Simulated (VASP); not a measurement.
# Be (a cell with a defect) in VASP: further runs

The runs below take Be (a cell with a defect) through single point, with PBEsol.

All numbers are computed with VASP 6.6.1; they aren't measurements. Logs are shortened: lines on timing, memory, paths and dates and some standing lists are left out, and cuts for length are marked.

## 1. The cell of the first run

The cell holds a defect, 23 atoms: a = 6.106 Å, b = 6.106 Å, c = 6.106 Å, α = 80.41°, β = 70.53°, γ = 60.00°.

## 2. Single point, PBEsol (atoms taken out, then relaxed in part)

Input file INCAR:

```
ALGO = Normal
EDIFF = 1E-6
ENCUT = 520
GGA = PS
ISIF = 2
ISMEAR = 0
LASPH = True
LCHARG = False
LREAL = Auto
LWAVE = False
NBANDS = 40
NELM = 100
PREC = Accurate
SIGMA = 0.1
```

Input file KPOINTS:

```
k-points
0
Gamma
  6 6 4
```

Input file POSCAR:

```
Be
1.0
   -4.9856521339      2.4928260670     -2.4928260670
   -2.4928260670     -2.4928260670     -4.9856521339
   -4.9856521339     -2.4928260670      2.4928260670
Be
23
Direct
    0.8541666667      0.6666666667      0.4375000000
    0.4394436447      0.6666666667      0.7395092525
    0.5448794388      0.6666666667      0.3585862065
    0.6645221187      0.6666666667     -0.0276245600
    0.0438112146      0.6666666667      0.9026245600
    0.1634538945      0.6666666667      0.5164137935
    0.2688896886      0.6666666667      0.1354907475
    0.7102539433      0.3185087453      0.8677725342
    0.8310841028      0.3341034610      0.5008112482
    0.9524676978      0.3680494215      0.1308118037
    0.4608952649      0.3244236859      0.6324020368
    0.5896810492      0.3244236859      0.2425979632
    0.0544828807      0.3680494215      0.7441881963
    0.2098124362      0.3341034610      0.3741887518
    0.3462373113      0.3185087453      0.0072274658
    0.7558656355     -0.0347160882      0.7441881963
    0.8772492305     -0.0007701276      0.3741887518
    0.3620960220      0.0148245880      0.8677725342
    0.4985208971     -0.0007701276      0.5008112482
    0.6538504527     -0.0347160882      0.1308118037
    0.1186522842      0.0089096474      0.6324020368
    0.2474380685      0.0089096474      0.2425979632
   -0.0019206100      0.0148245880      0.0072274658
```

Potentials or basis: VASP PAW PBE potentials, release 64 (Be).

Command:

```sh
cat potpaw_PBE.64/Be/POTCAR > POTCAR
mpirun -np 1 vasp_std > vasp.out
```

OUTCAR:

```text
EDIFF = 1E-6
   ENCUT = 520
   GGA = PS
   ISIF = 2
   ISMEAR = 0
   LASPH = True
   LREAL = Auto
   NELM = 100
   PREC = Accurate

 ion  position               nearest neighbor table
   1  0.854  0.667  0.438-  17 2.07  14 2.07   9 2.07  19 2.07   6 2.10   3 2.10
   2  0.439  0.667  0.740-  18 2.16   8 2.16   3 2.20  21 2.22  11 2.22   4 2.28   5 2.29   7 2.29

   3  0.545  0.667  0.359-   1 2.10  22 2.18  12 2.18   9 2.19  19 2.19   2 2.20   6 2.20   4 2.22
                            20 2.34  10 2.34
   4  0.665  0.667  0.972-  20 2.17  10 2.17  18 2.18   8 2.18   5 2.21   3 2.22   2 2.28   7 2.29
                            16 2.29  13 2.29
   5  0.044  0.667  0.903-  16 2.17  13 2.17  23 2.18  15 2.18   4 2.21   6 2.22   7 2.28   2 2.29
                            20 2.29  10 2.29
   6  0.163  0.667  0.516-   1 2.10  21 2.18  11 2.18  17 2.19  14 2.19   7 2.20   3 2.20   5 2.22
                            16 2.34  13 2.34
   7  0.269  0.667  0.135-  23 2.16  15 2.16   6 2.20  22 2.22  12 2.22   5 2.28   4 2.29   2 2.29
[... 25 lines left out ...]
  20  0.654  0.965  0.131-  19 2.14  23 2.14   4 2.17  12 2.21  22 2.23  16 2.23  15 2.26   5 2.29
                             3 2.34
  21  0.119  0.009  0.632-   9 2.14  23 2.16  19 2.16   6 2.18  13 2.21   2 2.22  16 2.23  22 2.24
                             8 2.38
  22  0.247  0.009  0.243-  14 2.14  18 2.16  17 2.16   3 2.18  10 2.21   7 2.22  20 2.23  21 2.24
                            15 2.38
  23  0.998  0.015  0.007-  18 2.10   8 2.11  17 2.11  20 2.14  21 2.16   7 2.16   5 2.18  10 2.26
                            12 2.38

  LATTYP: Found a base centered monoclinic cell.
 ALAT       =     6.1061518816
 B/A-ratio  =     1.7320508076
 C/A-ratio  =     1.0000000000
 COS(beta)  =    -0.3333333333

  Lattice vectors:

 A1 = (   2.4928260669,  -4.9856521340,  -2.4928260669)
 A2 = (   2.4928260670,   2.4928260670,   4.9856521339)
 A3 = (  -4.9856521339,  -2.4928260670,   2.4928260670)

Analysis of symmetry for initial positions (statically):
=====================================================================
 Subroutine PRICEL returns:
 Original cell was already a primitive cell.

 Routine SETGRP: Setting up the symmetry group for a
 base centered monoclinic supercell.

 Subroutine GETGRP returns: Found  4 space group operations
 (whereof  1 operations were pure point group operations)
 out of a pool of  4 trial point group operations.

The static configuration has the point symmetry C_1 .
 The point group associated with its full space group is C_2h.

Analysis of symmetry for dynamics (positions and initial velocities):
=====================================================================
 Subroutine PRICEL returns:
 Original cell was already a primitive cell.

 Routine SETGRP: Setting up the symmetry group for a
 base centered monoclinic supercell.

 Subroutine GETGRP returns: Found  4 space group operations
 (whereof  1 operations were pure point group operations)
 out of a pool of  4 trial point group operations.

The dynamic configuration has the point symmetry C_1 .
 The point group associated with its full space group is C_2h.

 Subroutine INISYM returns: Found  4 space group operations
 (whereof  1 operations are pure point group operations),
 and found     1 'primitive' translations

----------------------------------------------------------------------------------------

                                     Primitive cell

  volume of cell :     185.8905

  direct lattice vectors                    reciprocal lattice vectors
    -4.985652134  2.492826067 -2.492826067    -0.100287783  0.167146305 -0.033429261
    -2.492826067 -2.492826067 -4.985652134     0.000000000 -0.133717044 -0.133717044
    -4.985652134 -2.492826067  2.492826067    -0.100287783 -0.100287783  0.100287783

  length of vectors
     6.106151882  6.106151882  6.106151882     0.197770175  0.189104457  0.173703536

  position of ions in fractional coordinates (direct lattice)
     0.854166667  0.666666667  0.437500000
     0.439443645  0.666666667  0.739509252
     0.544879439  0.666666667  0.358586207
     0.664522119  0.666666667  0.972375440
     0.043811215  0.666666667  0.902624560
     0.163453895  0.666666667  0.516413793
[... 15 lines left out ...]
     0.247438069  0.008909647  0.242597963
     0.998079390  0.014824588  0.007227466

  ion indices of the primitive-cell ions
   primitive index   ion index
                 1           1
                 2           2
                 3           3
                 4           4
                 5           5
                 6           6
[... 15 lines left out ...]
                22          22
                23          23

----------------------------------------------------------------------------------------

 KPOINTS: k-points

Automatic generation of k-mesh.
 Grid dimensions read from file:
 generate k-points for:    6    6    4

 Generating k-lattice:

  Cartesian coordinates                     Fractional coordinates (reciprocal lattice)
    -0.016714631  0.027857718 -0.005571544     0.166666667  0.000000000  0.000000000
     0.000000000 -0.022286174 -0.022286174     0.000000000  0.166666667  0.000000000
    -0.025071946 -0.025071946  0.025071946     0.000000000  0.000000000  0.250000000

  Length of vectors
     0.032961696  0.031517410  0.043425884

  Shift w.r.t. Gamma in fractional coordinates (k-lattice)
     0.000000000  0.000000000  0.000000000

 Subroutine IBZKPT returns following result:
 ===========================================

 Found     47 irreducible k-points:

 Following reciprocal coordinates:
            Coordinates               Weight
  0.000000  0.000000  0.000000      1.000000
  0.166667  0.000000  0.000000      4.000000
  0.333333 -0.000000  0.000000      4.000000
  0.500000  0.000000  0.000000      2.000000
  0.000000  0.166667  0.000000      2.000000
  0.333333  0.166667  0.000000      2.000000
[... 16 lines left out ...]
 -0.333333  0.166667  0.250000      4.000000
 -0.166667  0.166667  0.250000      4.000000
 [... further k-points ...]
   k-points           NKPTS =     47   k-points in BZ     NKDIM =     47   number of bands    NBANDS=     40
   number of dos      NEDOS =    301   number of ions     NIONS =     23
   total plane-waves  NPLWV = 110592
   dimension x,y,z NGX =    48 NGY =   48 NGZ =   48
   dimension x,y,z NGXF=    96 NGYF=   96 NGZF=   96
   ions per type =              23
   NGX,Y,Z   is equivalent  to a cutoff of  13.07, 13.07, 13.07 a.u.
   NGXF,Y,Z  is equivalent  to a cutoff of  26.14, 26.14, 26.14 a.u.
 SYSTEM =  unknown system
   PREC   = accura    normal or accurate (medium, high low for compatibility)
   ISTART =      0    job   : 0-new  1-cont  2-samecut
   ICHARG =      2    charge: 1-file 2-atom 10-const
   ISPIN  =      1    spin polarized calculation?
   LNONCOLLINEAR =      F non collinear calculations
   LSORBIT =      F    spin-orbit coupling
   LASPH  =      T    aspherical Exc in radial PAW
   ENCUT  =  520.0 eV  38.22 Ry    6.18 a.u.  11.35 11.35 11.35*2*pi/ulx,y,z
   NELM   =    100;   NELMIN=  2; NELMDL= -5     # of ELM steps
   EDIFF  = 0.1E-05   stopping-criterion for ELM
   LREAL  =      T    real-space projection
   EDIFFG = 0.1E-04   stopping-criterion for IOM
   NSW    =      0    number of steps for IOM
[... 5 lines left out ...]
   TEBEG  =    0.0;   TEEND  =   0.0 temperature during run
   PSTRESS=    0.0 pullay stress
   NELECT =      46.0000    total number of electrons
   NUPDOWN=      -1.0000    fix difference up-down
   EMIN   =  10.00;   EMAX   =-10.00  energy-range for DOS
   EFERMI =   0.00;   METHOD = LEGACY
   ISMEAR =     0;   SIGMA  =   0.10  broadening in eV -4-tet -1-fermi 0-gaus
   EFERMI_NEDOS =   21; number of points for ismear=-14 and -15
   IALGO  =     38    algorithm
   IMIX   =      4    mixing-type and parameters
     AMIX     =   0.40;   BMIX     =  1.00
     AMIX_MAG =   1.60;   BMIX_MAG =  1.00
  volume/ion in A,a.u.               =       8.08        54.54
  Fermi-wavevector in a.u.,A,eV,Ry     =   1.027799  1.942259 14.372810  1.056372
  Thomas-Fermi vector in A             =   2.161763
   LORBIT       =      0    0 simple, 1 ext, 2 COOP (PROOUT), +10 PAW based schemes
   GGA     = PS    functional components
   LHFCALC =     F    Hartree Fock is set to
   AEXX    =    0.0000 exact exchange contribution
   IVDW    =     0    specifies the selected vdW correction
   LEPSILON=     F    determine dielectric tensor
   LRPA    =     F    only Hartree local field effects (RPA)
 non-spin polarized calculation
 Gauss-broadening in eV      SIGMA  =   0.10
  energy-cutoff  :      520.00
  volume of cell :      185.89
 maximum number of plane-waves:      5027
 NGX is ok and might be reduce to    48
   NGX = 23   NGY = 23   NGZ = 23

 number of electron      46.0000000 magnetization

 Free energy of the ion-electron system (eV)
  ---------------------------------------------------
  ext. energy  EPLUGINS =         0.00000000
  ---------------------------------------------------
  free energy    TOTEN  =       -90.03492830 eV

  energy without entropy =      -90.02618699  energy(sigma->0) =      -90.03055764

 E-fermi :   6.9214     XC(G=0): -10.5264

 val. band max:        6.9161032737   @ k =   0.0000   0.0000   0.0000
 cond. band min:       6.9379188810   @ k =  -0.0000   0.5000   0.2500
 fundamental gap:      0.0218156073
 Fermi energy:         6.9213669231

 k-point     1 :       0.0000    0.0000    0.0000
  band No.  band energies     occupation
      1      -4.4050      2.00000
      2      -1.0829      2.00000
      3      -1.0647      2.00000
      4      -0.5445      2.00000
      5      -0.4667      2.00000
      6      -0.2857      2.00000
[... 901 lines left out ...]
     34      10.3442      0.00000
     35      10.8778      0.00000

 [... further k-points ...]

 [bands above 35 left out]

------------------------ aborting loop because EDIFF is reached ----------------------------------------

  FORCE on cell =-STRESS in cart. coord.  units (eV):
  Direction    XX          YY          ZZ          XY          YZ          ZX
  --------------------------------------------------------------------------------------
  -------------------------------------------------------------------------------------
  Total       -4.5067067     -0.2768593     -0.2768593     -0.4826868     -0.1877100      0.4826875
  in kB      -38.8429942     -2.3862312     -2.3862312     -4.1602445     -1.6178595      4.1602505
  external PRESSURE =     -14.5384855 kB  Pullay stress =       0.0000000 kB

 VOLUME and BASIS-vectors are now :
 -----------------------------------------------------------------------------
  energy-cutoff  :      520.00
  volume of cell :      185.89
      direct lattice vectors                 reciprocal lattice vectors
    -4.985652134  2.492826067 -2.492826067    -0.100287783  0.167146305 -0.033429261
    -2.492826067 -2.492826067 -4.985652134     0.000000000 -0.133717044 -0.133717044
    -4.985652134 -2.492826067  2.492826067    -0.100287783 -0.100287783  0.100287783

 POSITION                                       TOTAL-FORCE (eV/Angst)
 -----------------------------------------------------------------------------------
     -8.10168     -0.62321     -4.36245        -0.000000     -0.000000      0.000000
     -7.53973     -2.40990     -2.57576        -0.001667     -0.001209      0.001209
     -6.16625     -1.19749     -3.78816         0.005044     -0.001569      0.001569
     -9.82289     -2.42931     -2.55634         0.002993     -0.001151      0.001151
     -6.38048     -3.80276     -1.18290        -0.002993      0.001151     -0.001151
     -5.05147     -2.54175     -2.44390        -0.005044      0.001569     -0.001569
[... 15 lines left out ...]
     -2.46536     -0.01014     -0.05649        -0.002257      0.001647      0.003667
     -5.04907      2.43307     -2.54393        -0.000884     -0.000648     -0.000483
 -----------------------------------------------------------------------------------
    total drift:                               -0.000000     -0.000000     -0.000000

  FREE ENERGIE OF THE ION-ELECTRON SYSTEM (eV)
  ---------------------------------------------------
  free  energy   TOTEN  =       -90.0349282952 eV

  energy  without entropy=      -90.0261869880  energy(sigma->0) =      -90.03055764
```

Wall time 20 min (1 thread of AMD EPYC, shared host); peak memory 0.4 GiB.

Results:

```
Free energy            : -90.0349 eV
Pressure               : -1.5 GPa
Largest force          : 0.006 eV/Å
Band gap on the k mesh : zero (bands 23 and 24 overlap by 2.09 eV)
```

Forces on the atoms (eV/Å):
```
Be   0.000  0.000  0.000
Be  -0.002 -0.001  0.001
Be   0.005 -0.002  0.002
Be   0.003 -0.001  0.001
Be  -0.003  0.001 -0.001
Be  -0.005  0.002 -0.002
Be   0.002  0.001 -0.001
Be   0.001  0.001  0.000
Be   0.003 -0.002  0.005
Be   0.001  0.001 -0.002
Be   0.002 -0.002 -0.004
Be  -0.002 -0.004 -0.002
Be  -0.001 -0.002  0.001
Be  -0.003  0.005 -0.002
Be  -0.001  0.000  0.001
Be  -0.001 -0.001  0.002
Be  -0.003  0.002 -0.005
Be   0.001  0.000 -0.001
Be   0.003 -0.005  0.002
Be   0.001  0.002 -0.001
Be   0.002  0.004  0.002
Be  -0.002  0.002  0.004
Be  -0.001 -0.001  0.000
```

Caveat: the cell differs from its parent crystal (atoms taken out, then relaxed in part); the PAW data sets were made with another functional, which shifts forces and pressure a little.

## 3. Single point, PBEsol (atoms taken out, then relaxed in part)

Input file INCAR:

```
SYSTEM = Be
ALGO = Normal
EDIFF = 1E-7
ENCUT = 520
GGA = PS
ISIF = 2
ISMEAR = 0
LASPH = .True.
LCHARG = .False.
LREAL = Auto
LWAVE = .False.
NBANDS = 40
NELM = 80
PREC = Accurate
SIGMA = 0.1
```

Input file KPOINTS:

```
k-points
0
Gamma
  6 6 4
  0 0 0
```

Input file POSCAR:

```
Be
1.0
   -4.9856521339      2.4928260670     -2.4928260670
   -2.4928260670     -2.4928260670     -4.9856521339
   -4.9856521339     -2.4928260670      2.4928260670
Be
23
Direct
    0.7951872077      0.6666666667      0.5906677123
    0.4166666667      0.6666666667      0.7500000000
    0.5594337437      0.6666666667      0.3638945019
    0.6663445765      0.6666666667     -0.0174321641
    0.0381461257      0.6666666667      0.9093322877
    0.1669887568      0.6666666667      0.5174321641
    0.2738995896      0.6666666667      0.1361054981
    0.7128973107      0.3263085569      0.8677801413
    0.8322040832      0.3223411275      0.4947488702
    0.9559866069      0.3600592065      0.1291664174
    0.4607941324      0.3263085569      0.6322198587
    0.5877595317      0.3244809365      0.2500000000
    0.0752935385      0.3494129229      0.7500000000
    0.1839541866      0.3600592065      0.3708335826
    0.3454547893      0.3223411275      0.0052511298
    0.7580397948     -0.0160795896      0.7500000000
    0.8773467264     -0.0267258731      0.3708335826
    0.3725392009      0.0070247764      0.8677801413
    0.4878785441      0.0109922058      0.4947488702
    0.6493791467     -0.0267258731      0.1291664174
    0.1204360227      0.0070247764      0.6322198587
    0.2455738016      0.0088523968      0.2500000000
    0.0011292501      0.0109922058      0.0052511298
```

Potentials or basis: VASP PAW PBE potentials, release 64 (Be).

Command:

```sh
cat potpaw_PBE.64/Be/POTCAR > POTCAR
mpirun -np 1 vasp_std > vasp.out
```

Wall time 25 min (1 thread of AMD EPYC, shared host); peak memory 0.41 GiB.

It converged, with:

```
Free energy            : -90.4656 eV
Pressure               : -2.1 GPa
Largest force          : 0.017 eV/Å
Band gap on the k mesh : zero (bands 23 and 24 overlap by 2.22 eV)
```

Forces in eV/Å, atoms in the order of the input:
```
Be  -0.004  0.000  0.000
Be   0.000  0.000  0.000
Be   0.012  0.009 -0.009
Be   0.006  0.007 -0.007
Be   0.004  0.000  0.000
Be  -0.006 -0.007  0.007
Be  -0.012 -0.009  0.009
Be   0.000 -0.001 -0.003
Be  -0.001  0.006 -0.002
Be  -0.004 -0.003  0.002
Be   0.000 -0.003 -0.001
Be   0.000 -0.001 -0.001
Be   0.000 -0.007 -0.007
Be   0.004  0.002 -0.003
Be   0.001 -0.002  0.006
Be   0.000  0.007  0.007
Be   0.004  0.003 -0.002
Be   0.000  0.003  0.001
Be  -0.001  0.002 -0.006
Be  -0.004 -0.002  0.003
Be   0.000  0.001  0.003
Be   0.000  0.001  0.001
Be   0.001 -0.006  0.002
```

Stress tensor (GPa, compression positive):
```
-3.33 -0.21  0.21
-0.21 -1.46 -0.12
 0.21 -0.12 -1.46
```

Levels at points of the mesh, in eV from the Fermi level:
| k point | band 20 | band 21 | band 22 | band 23 | band 24 | band 25 | band 26 | band 27 |
| --- | --- | --- | --- | --- | --- | --- | --- | --- |
| (0.00, 0.00, 0.00) | -0.09 | -0.01 | 0.25 | 0.26 | 1.37 | 1.56 | 1.57 | 1.59 |
| (0.50, 0.00, 0.00) | -2.54 | -2.48 | -2.15 | -0.32 | 0.86 | 1.26 | 1.55 | 1.75 |
| (0.00, 0.50, 0.00) | -2.92 | -0.16 | -0.07 | 0.29 | 0.30 | 0.69 | 1.20 | 1.41 |
| (0.00, 0.00, 0.50) | -2.37 | -0.28 | -0.26 | -0.16 | -0.10 | 1.79 | 1.84 | 2.01 |
| (0.50, 0.00, 0.50) | -2.19 | -1.32 | -0.59 | -0.05 | 0.00 | 0.39 | 0.56 | 1.12 |
| (0.00, 0.50, 0.50) | -2.60 | -2.29 | -2.12 | -1.48 | -1.36 | 1.40 | 1.46 | 1.77 |

Caveat: the cell differs from its parent crystal (atoms taken out, then relaxed in part); the PAW data sets were made with another functional, which shifts forces and pressure a little.

(Continued in part 2 of 2.)

The gap in the log of VASP goes by the Fermi energy; the results here count the filled bands.